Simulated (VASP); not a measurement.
Write the native input for VASP 6.6.1 that does the following.

- Task: single point
- Functional: PBEsol
- Potentials or basis: VASP PAW PBE potentials, release 64 (V_sv, O)
- Cutoff: 600 eV
- k mesh: 4 × 4 × 7
- Occupations: gaussian, width 0.05 eV
- Spin: collinear spin
- Starting moments: [-0.9, -0.9, 0.05, 0.05, 0.05, 0.05] μB
- Dipole correction: no
- Further INCAR settings: ALGO = Normal; EDIFF = 1e-06; NBANDS = 38

The structure of VO2 lies in POSCAR:

```
VO2
1.0
    4.5546007500      0.0000000000      0.0000000000
    0.0000000000      4.5546007500      0.0000000000
    0.0000000000      0.0000000000      2.8528004700
V O
2 4
Direct
    0.0000000000      0.0000000000      0.0000000000
    0.5000000000      0.5000000000      0.5000000000
    0.3001000000      0.3001000000      0.0000000000
    0.1999000000      0.8001000000      0.5000000000
    0.6999000000      0.6999000000      0.0000000000
    0.8001000000      0.1999000000      0.5000000000
```

The input as run:

INCAR

```
SYSTEM = VO2
PREC = Accurate
ENCUT = 600
EDIFF = 1E-6
ISMEAR = 0
SIGMA = 0.05
LREAL = .FALSE.
LASPH = .TRUE.
NELM = 200
ALGO = Normal
ISIF = 2
LWAVE = .FALSE.
LCHARG = .FALSE.
ISPIN = 2
MAGMOM = -0.9 -0.9 0.05 0.05 0.05 0.05
LORBIT = 11
LMAXMIX = 4
GGA = PS
NBANDS = 38
GGA_COMPAT = .FALSE.
```

KPOINTS

```
Automatic mesh
0
G
  4 4 7
  0 0 0
```

Potentials or basis: VASP PAW PBE potentials, release 64 (V_sv, O).

The run is started by

```console
$ cat potpaw_PBE.64/V_sv/POTCAR potpaw_PBE.64/O/POTCAR > POTCAR
$ mpirun -np 1 vasp_std > vasp.out
```

Results of the run:

```yaml
Pressure: -6.0 GPa
Largest_force: 0.034 eV/Å
Band_gap_on_the_k_mesh: zero (filled and empty bands overlap)
Net_moment: -2.00 μB per cell
Site_moments: V -1.04; O +0.05 μB
Valence_electrons_inside_the_program's_atomic_spheres: V 11.55; O 5.02
```

Caveat: the cell stands under tension; the PAW data sets were made with another functional, which shifts forces and pressure a little; semilocal functionals often make such compounds metallic where correlation or magnetic order opens a gap, which also shifts bond lengths.

Run time: 2.1 min on 1 thread of Intel(R) Xeon(R) Platinum 8259CL CPU @ 2.50GHz (Skylake/Cascade Lake) (shared host), peak memory 0.25 GiB.
